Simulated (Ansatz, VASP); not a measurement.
Given: the input of a run of VASP 6.6.1 on PbS.

The input INCAR:

```
PREC = Accurate
ENCUT = 520
EDIFF = 1E-7
ISMEAR = -1
SIGMA = 0.05
LREAL = F
LASPH = T
NELM = 100
ALGO = Normal
ISIF = 2
LWAVE = F
LCHARG = F
GGA = RE
NBANDS = 28
```

File KPOINTS:

```
regular mesh
0
Gamma
  7 7 6
```

Contents of POSCAR:

```
PbS
1.0
    2.0518417802     -5.9103234677      0.0000000000
    2.0518417802      5.9103234677      0.0000000000
    0.0000000000      0.0000000000      4.2214851889
Pb S
2 2
Direct
    0.1305633500      0.8694366500      0.2500000000
    0.8694366500      0.1305633500      0.7500000000
    0.3547970900      0.6452029100      0.2500000000
    0.6452029100      0.3547970900      0.7500000000
```

Potentials or basis: VASP PAW PBE potentials, release 64 (Pb_d, S).

The run is started by

```console
$ cat potpaw_PBE.64/Pb_d/POTCAR potpaw_PBE.64/S/POTCAR > POTCAR
$ mpirun -np 1 vasp_std > vasp.out
```

Translate it to Ansatz 0.2.0. Potentials there: Ansatz PAW.

As run (the cutoff follows the program's own potentials):

File input.yaml:

```yaml
crystal:
  lattice:
    - [2.0518417802, -5.9103234677, 0.0]
    - [2.0518417802, 5.9103234677, 0.0]
    - [0.0, 0.0, 4.2214851889]
  atoms:
    - { symbol: Pb, position: [0.13056335, 0.86943665, 0.25] }
    - { symbol: Pb, position: [0.86943665, 0.13056335, 0.75] }
    - { symbol: S, position: [0.35479709, 0.64520291, 0.25] }
    - { symbol: S, position: [0.64520291, 0.35479709, 0.75] }
hamiltonian:
  xc: revpbe
  pseudopotentials: { kind: paw }
kpoints:
  mp_grid: { grid: [7, 7, 6] }
scf:
  occupations: { method: fermi_dirac, width: 0.05 }
output:
  forces: true
  stress: true
  eigenvalues: true
```

Potentials or basis: Ansatz PAW.

Run with:

```console
$ ansatz run input.yaml --threads 2 --pin off --max-ram 5120MiB --backend cpu --events-out ev --progress --plain --runs-dir out
```

Both were run:

|  | VASP | Ansatz | Ansatz less VASP |
| --- | --- | --- | --- |
| gap on the k mesh at the Fermi level (eV) | 1.22 | 1.22 | 0.000 |
| least direct gap on the mesh (eV) | 1.50 | 1.49 | -0.005 |
| pressure (GPa) | 4.9 | 5.0 | +0.09 |
| traceless stress, the component that is largest in VASP (GPa) | 0.20 | 0.22 | +0.020 |
| rms of the force components (eV/Å) | 0.187 | 0.190 | +0.0029 |

VASP's potentials were made for PBE, not for revPBE. Atom by atom the forces differ by 0.004 eV/Å (rms over components).

Spin-orbit coupling is off throughout. Noted on Ansatz's run: odd divisions of the mesh miss points on the zone boundary, where band edges often lie, so the gap on the mesh can be too wide.
